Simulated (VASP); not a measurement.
# GaN (P6_3mc) in VASP: single point with PBE

Aim: the single point of GaN with PBE.

All numbers are computed with VASP 6.6.1; they aren't measurements. Logs are shortened: lines on timing, memory, paths and dates and some standing lists are left out, and cuts for length are marked.

### Step 1. The cell of the first run

It takes space group P6_3mc (No. 186, hexagonal). The conventional cell has a = 3.218 Å, b = 3.218 Å, c = 5.243 Å, α = 90.00°, β = 90.00°, γ = 120.00°. Within 2.6 Å of Ga (site symmetry 3m) lie 4 N at 1.97 to 1.98 Å. Within 2.6 Å of N (site symmetry 3m) lie 4 Ga at 1.97 to 1.98 Å.

### Step 2. Single point, PBE

Contents of INCAR:

```
SYSTEM = GaN
  ALGO = Normal
  EDIFF = 1E-7
  ENCUT = 520
  GGA = PE
  ISIF = 2
  ISMEAR = 0
  LASPH = .TRUE.
  LCHARG = .FALSE.
  LREAL = .FALSE.
  LWAVE = .FALSE.
  NBANDS = 26
  NELM = 80
  PREC = Accurate
  SIGMA = 0.05
```

Contents of KPOINTS:

```
k-points
0
G
  12 12 4
  0 0 0
```

Contents of POSCAR:

```
GaN
1.0
    3.2184072758     -0.0000025957     -0.0000116301
   -1.6092058858      2.7872213914      0.0000070020
   -0.0000189461      0.0000022329      5.2430071164
Ga N
2 2
Direct
    0.3333333926      0.6666668373      0.9991387498
    0.6666651134      0.3333307415      0.4991378327
    0.3333350945      0.6666665044      0.3758615854
    0.6666663994      0.3333359168      0.8758618322
```

Potentials or basis: VASP PAW PBE potentials, release 64 (Ga_d, N).

Started as:

```bash
$ cat potpaw_PBE.64/Ga_d/POTCAR potpaw_PBE.64/N/POTCAR > POTCAR
$ mpirun -np 1 vasp_std > vasp.out
```

OUTCAR:

```text
SYSTEM = GaN
   EDIFF = 1E-7
   ENCUT = 520
   GGA = PE
   ISIF = 2
   ISMEAR = 0
   LASPH = .TRUE.
   LREAL = .FALSE.
   NELM = 80
   PREC = Accurate

 ion  position               nearest neighbor table
   1  0.333  0.667  0.999-   4 1.97   4 1.97   4 1.97   3 1.98
   2  0.667  0.333  0.499-   3 1.97   3 1.97   3 1.97   4 1.98
   3  0.333  0.667  0.376-   2 1.97   2 1.97   2 1.97   1 1.98
   4  0.667  0.333  0.876-   1 1.97   1 1.97   1 1.97   2 1.98

  LATTYP: Found a hexagonal cell.
 ALAT       =     3.2184074738
 C/A-ratio  =     1.6290687736

  Lattice vectors:

 A1 = (   1.6092058858,  -2.7872213914,  -0.0000070020)
 A2 = (   1.6092013900,   2.7872187957,  -0.0000046281)
 A3 = (  -0.0000189461,   0.0000022329,   5.2430071164)

Analysis of symmetry for initial positions (statically):
=====================================================================
 Subroutine PRICEL returns:
 Original cell was already a primitive cell.

 Routine SETGRP: Setting up the symmetry group for a
 hexagonal supercell.

 Subroutine GETGRP returns: Found 12 space group operations
 (whereof  6 operations were pure point group operations)
 out of a pool of 24 trial point group operations.

The static configuration has the point symmetry C_3v.
 The point group associated with its full space group is C_6v.

Analysis of symmetry for dynamics (positions and initial velocities):
=====================================================================
 Subroutine PRICEL returns:
 Original cell was already a primitive cell.

 Routine SETGRP: Setting up the symmetry group for a
 hexagonal supercell.

 Subroutine GETGRP returns: Found 12 space group operations
 (whereof  6 operations were pure point group operations)
 out of a pool of 24 trial point group operations.

The dynamic configuration has the point symmetry C_3v.
 The point group associated with its full space group is C_6v.

 Subroutine INISYM returns: Found 12 space group operations
 (whereof  6 operations are pure point group operations),
 and found     1 'primitive' translations

----------------------------------------------------------------------------------------

                                     Primitive cell

  volume of cell :      47.0319

  direct lattice vectors                    reciprocal lattice vectors
     3.218407276 -0.000002596 -0.000011630     0.310712840  0.179390461  0.000001046
    -1.609205886  2.787221391  0.000007002     0.000000289  0.358780422 -0.000000153
    -0.000018946  0.000002233  5.243007116     0.000000689 -0.000000081  0.190730239

  length of vectors
     3.218407276  3.218407474  5.243007116     0.358780444  0.358780422  0.190730239

  position of ions in fractional coordinates (direct lattice)
     0.333333393  0.666666837  0.999138750
     0.666665113  0.333330741  0.499137833
     0.333335095  0.666666504  0.375861585
     0.666666399  0.333335917  0.875861832

  ion indices of the primitive-cell ions
   primitive index   ion index
                 1           1
                 2           2
                 3           3
                 4           4

----------------------------------------------------------------------------------------

 KPOINTS: k-points

Automatic generation of k-mesh.
 Grid dimensions read from file:
 generate k-points for:   12   12    4

 Generating k-lattice:

  Cartesian coordinates                     Fractional coordinates (reciprocal lattice)
     0.025892737  0.014949205  0.000000087     0.083333333  0.000000000  0.000000000
     0.000000024  0.029898368 -0.000000013     0.000000000  0.083333333 -0.000000000
     0.000000172 -0.000000020  0.047682560     0.000000000 -0.000000000  0.250000000

  Length of vectors
     0.029898370  0.029898368  0.047682560

  Shift w.r.t. Gamma in fractional coordinates (k-lattice)
     0.000000000  0.000000000  0.000000000

 Subroutine IBZKPT returns following result:
 ===========================================

 Found     57 irreducible k-points:

 Following reciprocal coordinates:
            Coordinates               Weight
  0.000000  0.000000  0.000000      1.000000
  0.083333 -0.000000  0.000000      6.000000
  0.166667 -0.000000  0.000000      6.000000
  0.250000  0.000000  0.000000      6.000000
  0.333333 -0.000000  0.000000      6.000000
  0.416667  0.000000 -0.000000      6.000000
[... 16 lines left out ...]
  0.250000 -0.000000  0.250000     12.000000
  0.333333 -0.000000  0.250000     12.000000
 [... further k-points ...]
   k-points           NKPTS =     57   k-points in BZ     NKDIM =     57   number of bands    NBANDS=     26
   number of dos      NEDOS =    301   number of ions     NIONS =      4
   total plane-waves  NPLWV =  23040
   dimension x,y,z NGX =    24 NGY =   24 NGZ =   40
   dimension x,y,z NGXF=    48 NGYF=   48 NGZF=   80
   ions per type =               2   2
   NGX,Y,Z   is equivalent  to a cutoff of  12.40, 12.40, 12.68 a.u.
   NGXF,Y,Z  is equivalent  to a cutoff of  24.79, 24.79, 25.37 a.u.
 SYSTEM =  GaN
   PREC   = accura    normal or accurate (medium, high low for compatibility)
   ISTART =      0    job   : 0-new  1-cont  2-samecut
   ICHARG =      2    charge: 1-file 2-atom 10-const
   ISPIN  =      1    spin polarized calculation?
   LNONCOLLINEAR =      F non collinear calculations
   LSORBIT =      F    spin-orbit coupling
   LASPH  =      T    aspherical Exc in radial PAW
   ENCUT  =  520.0 eV  38.22 Ry    6.18 a.u.   5.98  5.98  9.75*2*pi/ulx,y,z
   NELM   =     80;   NELMIN=  2; NELMDL= -5     # of ELM steps
   EDIFF  = 0.1E-06   stopping-criterion for ELM
   LREAL  =      F    real-space projection
   EDIFFG = 0.1E-05   stopping-criterion for IOM
   NSW    =      0    number of steps for IOM
   IBRION =     -1    ionic relax: 0-MD 1-quasi-New 2-CG
   NFREE  =      0    steps in history (QN), initial steepest desc. (CG)
   ISIF   =      2    stress and relaxation
   ISYM   =      2    0-nonsym 1-usesym 2-fastsym
   POTIM  = 0.5000    time-step for ionic-motion
   TEBEG  =    0.0;   TEEND  =   0.0 temperature during run
   PSTRESS=    0.0 pullay stress
   NELECT =      36.0000    total number of electrons
   NUPDOWN=      -1.0000    fix difference up-down
   EMIN   =  10.00;   EMAX   =-10.00  energy-range for DOS
   EFERMI =   0.00;   METHOD = LEGACY
   ISMEAR =     0;   SIGMA  =   0.05  broadening in eV -4-tet -1-fermi 0-gaus
   EFERMI_NEDOS =   21; number of points for ismear=-14 and -15
   IALGO  =     38    algorithm
   IMIX   =      4    mixing-type and parameters
     AMIX     =   0.40;   BMIX     =  1.00
     AMIX_MAG =   1.60;   BMIX_MAG =  1.00
  volume/ion in A,a.u.               =      11.76        79.35
  Fermi-wavevector in a.u.,A,eV,Ry     =   1.497539  2.829938 30.512732  2.242623
  Thomas-Fermi vector in A             =   2.609414
   LORBIT       =      0    0 simple, 1 ext, 2 COOP (PROOUT), +10 PAW based schemes
   GGA     = PE    functional components
   LHFCALC =     F    Hartree Fock is set to
   AEXX    =    0.0000 exact exchange contribution
   IVDW    =     0    specifies the selected vdW correction
   LEPSILON=     F    determine dielectric tensor
   LRPA    =     F    only Hartree local field effects (RPA)
 non-spin polarized calculation
 Gauss-broadening in eV      SIGMA  =   0.05
  energy-cutoff  :      520.00
  volume of cell :       47.03
 maximum number of plane-waves:      1290
 NGX is ok and might be reduce to    24
   NGX = 11   NGY = 11   NGZ = 19

 number of electron      35.9999955 magnetization

 Free energy of the ion-electron system (eV)
  ---------------------------------------------------
  ext. energy  EPLUGINS =         0.00000000
  ---------------------------------------------------
  free energy    TOTEN  =       -24.32768183 eV

  energy without entropy =      -24.32768183  energy(sigma->0) =      -24.32768183

 E-fermi :   5.2628     XC(G=0): -11.5151

 val. band max:        5.0089342444   @ k =   0.0000   0.0000   0.0000
 cond. band min:       6.7248591215   @ k =   0.0000   0.0000   0.0000
 fundamental gap:      1.7159248771
 Fermi energy:         5.2627761233

 k-point     1 :       0.0000    0.0000    0.0000
  band No.  band energies     occupation
      1     -10.7265      2.00000
      2      -9.9032      2.00000
      3      -8.4116      2.00000
      4      -8.3973      2.00000
      5      -8.3972      2.00000
      6      -8.3415      2.00000
[... 18 lines left out ...]
     25      16.4966      0.00000
     26      16.4967      0.00000

 k-point     2 :       0.0833   -0.0000    0.0000
  band No.  band energies     occupation
      1     -10.6621      2.00000
      2      -9.8874      2.00000
      3      -8.4057      2.00000
      4      -8.3880      2.00000
      5      -8.3736      2.00000
      6      -8.3343      2.00000
[... 18 lines left out ...]
     25      16.1517      0.00000
     26      16.6458      0.00000

 k-point     3 :       0.1667   -0.0000    0.0000
  band No.  band energies     occupation
      1     -10.4883      2.00000
      2      -9.8490      2.00000
      3      -8.3834      2.00000
      4      -8.3654      2.00000
      5      -8.3200      2.00000
      6      -8.2946      2.00000
[... 18 lines left out ...]
     25      16.1667      0.00000
     26      16.9982      0.00000

 k-point     4 :       0.2500    0.0000    0.0000
  band No.  band energies     occupation
      1     -10.2632      2.00000
      2      -9.8074      2.00000
      3      -8.3603      2.00000
      4      -8.3431      2.00000
      5      -8.2815      2.00000
      6      -8.2481      2.00000
[... 18 lines left out ...]
     25      16.2718      0.00000
     26      17.4679      0.00000
[... 496 lines left out ...]
      1     -10.3487      2.00000
      2      -9.8903      2.00000
      3      -8.3752      2.00000
      4      -8.3583      2.00000
      5      -8.3299      2.00000
      6      -8.3080      2.00000
[... 18 lines left out ...]
     25      15.6405      0.00000
     26      16.5911      0.00000

 k-point    23 :       0.2500   -0.0000    0.2500
  band No.  band energies     occupation
      1     -10.1542      2.00000
      2      -9.8313      2.00000
      3      -8.3589      2.00000
      4      -8.3302      2.00000
      5      -8.3040      2.00000
      6      -8.2627      2.00000
[... 18 lines left out ...]
     25      15.7837      0.00000
     26      17.1256      0.00000

 k-point    24 :       0.3333   -0.0000    0.2500
  band No.  band energies     occupation
      1      -9.9902      2.00000
      2      -9.7874      2.00000
      3      -8.3542      2.00000
      4      -8.3119      2.00000
      5      -8.2857      2.00000
      6      -8.2198      2.00000
[... 18 lines left out ...]
     25      15.8702      0.00000
     26      17.6809      0.00000

 [... further k-points ...]
[... 5 lines left out ...]
  --------------------------------------------------------------------------------------
  -------------------------------------------------------------------------------------
  Total        0.0304021      0.0304020      0.0414782     -0.0000000      0.0000000     -0.0000003
  in kB        1.0356701      1.0356683      1.4129853     -0.0000017      0.0000010     -0.0000088
  external PRESSURE =       1.1614412 kB  Pullay stress =       0.0000000 kB

 VOLUME and BASIS-vectors are now :
 -----------------------------------------------------------------------------
  energy-cutoff  :      520.00
  volume of cell :       47.03
      direct lattice vectors                 reciprocal lattice vectors
     3.218407276 -0.000002596 -0.000011630     0.310712840  0.179390461  0.000001046
    -1.609205886  2.787221391  0.000007002     0.000000289  0.358780422 -0.000000153
    -0.000018946  0.000002233  5.243007116     0.000000689 -0.000000081  0.190730239

 POSITION                                       TOTAL-FORCE (eV/Angst)
 -----------------------------------------------------------------------------------
     -0.00002      1.85815      5.23849         0.000000     -0.000000     -0.000410
      1.60919      0.92907      2.61698         0.000000     -0.000000     -0.000410
     -0.00000      1.85815      1.97065        -0.000000      0.000000      0.000410
      1.60918      0.92908      4.59214        -0.000000      0.000000      0.000410
 -----------------------------------------------------------------------------------
    total drift:                               -0.000467     -0.002542     -0.001259

  FREE ENERGIE OF THE ION-ELECTRON SYSTEM (eV)
  ---------------------------------------------------
  free  energy   TOTEN  =       -24.3276818277 eV

  energy  without entropy=      -24.3276818277  energy(sigma->0) =      -24.32768183
```

Run time: 1.7 min. Hardware: 1 thread of Intel Xeon 8259CL, shared host; peak memory 0.2 GiB.

What came out:

| Property | Result |
| --- | --- |
| Free energy | -24.3277 eV |
| Pressure | 0.1 GPa |
| Band gap on the k mesh | 1.72 eV |
